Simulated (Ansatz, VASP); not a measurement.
# One calculation of ZnCu, two programs

```
Zn Cu
1.0
     2.94500    0.00000    0.00000
     0.00000    2.94500    0.00000
     0.00000    0.00000    2.94500
Zn Cu
1 1
Cartesian
  1.5052 1.4850 1.4586
  -0.0672 -0.0266 0.0105
```

Change from the starting cell: atoms moved at random, drawn with an rms of 0.05 Å.

Alike in both runs: functional PBEsol; dispersion D4; k mesh 9 × 9 × 9; occupations gaussian, width 0.1 eV; no spin polarisation.

|  | VASP | Ansatz |
| --- | --- | --- |
| version | VASP 6.6.1 | Ansatz 0.2.0 |
| potentials or method | VASP PAW PBE potentials, release 64 (Zn, Cu), cutoff 520 eV | all-electron LAPW, scalar-relativistic |
| task | single point | band structure |

```csv
,VASP,Ansatz,Ansatz less VASP
gap on the k mesh at the Fermi level (eV),none,none,-
pressure (GPa),-6.0,-6.8,-0.79
"traceless stress, the component that is largest in VASP (GPa)",0.43,0.42,-0.004
rms of the force components (eV/Å),0.294,0.288,-0.0051
```

VASP's potentials were made for PBE, not for PBEsol. Atom by atom the forces differ by 0.005 eV/Å (rms over components). A gap of «none» marks a metal or a gap that the smearing closes. Ansatz ran all-electron here, and VASP with PAW potentials.
